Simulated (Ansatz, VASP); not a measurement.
One calculation of Si, two programs

```xyz
17
Lattice="0.0000 5.4300 5.4300 5.4300 0.0000 5.4300 5.4300 5.4300 0.0000" Properties=species:S:1:pos:R:3 pbc="T T T"
Si   -0.0282   -0.0218    0.0215
Si    1.3544    1.3576    1.3873
Si    2.7339    2.7371    0.0191
Si    4.0658    4.0735    1.3543
Si    2.7156   -0.0043    2.7063
Si    4.0333    1.3592    4.0707
Si    5.4009    2.7400    2.6889
Si    6.7838    4.1062    4.0694
Si   -0.0061    2.7200    2.7096
Si    1.3548    4.0427    4.0718
Si    2.7349    5.4096    2.6909
Si    4.1031    6.7882    4.0708
Si    2.7161    2.7238    5.4338
Si    4.0711    4.0735    6.7865
Si    5.4218    5.4268    5.4323
Si    6.7843    6.7900    6.7525
Si    6.7801    6.7897    9.4984
```

Alike in both runs: functional PBE; k mesh 2 × 2 × 2; occupations gaussian, width 0.02 eV; no spin polarisation.

Ansatz relaxed the structure, and its values are those at the end. VASP's run is a single point on that final structure, the one shown.

|  | VASP | Ansatz |
| --- | --- | --- |
| version | VASP 6.6.1 | Ansatz 0.2.0 |
| potentials or method | VASP PAW PBE potentials, release 64 (Si), cutoff 520 eV | scalar-relativistic, plane waves, PAW |
| valence electrons in the cell | 68 | 68 |

```csv
,VASP,Ansatz,Ansatz less VASP
rms of the force components (eV/Å),0.007,0.007,0.0000
```

The functional is the same, so the differences come from potentials, cutoffs and numerics.

The k mesh is coarse, so the values compare programs but aren't converged.
